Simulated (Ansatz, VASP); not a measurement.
One calculation of Al5Cu3, two programs

```xyz
8
Lattice="3.8468 0.0000 0.0000 0.0000 3.8468 0.0000 0.0000 0.0000 8.2221" Properties=species:S:1:pos:R:3 pbc="T T T"
Al    0.0000    1.9234    2.0595
Al    0.0000    1.9234    6.1626
Al    1.9234    0.0000    2.0595
Al    1.9234    0.0000    6.1626
Al    0.0000    0.0000    0.0000
Cu    0.0000    0.0000    4.1111
Cu    1.9234    1.9234    0.0000
Cu    1.9234    1.9234    4.1111
```

Change from the starting cell: species swapped into the Ti3Al5 type (P4/mmm, No. 123).

Alike in both runs: task relaxation of cell and atoms; functional PBE; k mesh 4 × 4 × 2; occupations gaussian, width 0.2 eV; no spin polarisation.

|  | VASP | Ansatz |
| --- | --- | --- |
| version | VASP 6.6.1 | Ansatz 0.2.0 |
| potentials or method | VASP PAW PBE potentials, release 64 (Al, Cu), cutoff 600 eV | scalar-relativistic, plane waves, PAW |
| valence electrons in the cell | 48 | 72 |

Ansatz gave:

```
gap on the k mesh at the Fermi level, each at its own relaxed structure (eV) : none
relaxed volume (Å³/atom)                                                     : 14.50
relaxed cell length with the largest relative difference (Å)                 : 7.704
```

**Question.** Which values does VASP return?

**Answer.** gap on the k mesh at the Fermi level, each at its own relaxed structure (eV): none; relaxed volume (Å³/atom): 14.52; relaxed cell length with the largest relative difference (Å): 7.684.

A gap of «none» marks a metal or a gap that the smearing closes. VASP's potentials hold 48 valence electrons a cell and Ansatz's 72, so a difference there can come from the potentials and not from the codes.

The k mesh is coarse, so the values compare programs but aren't converged.
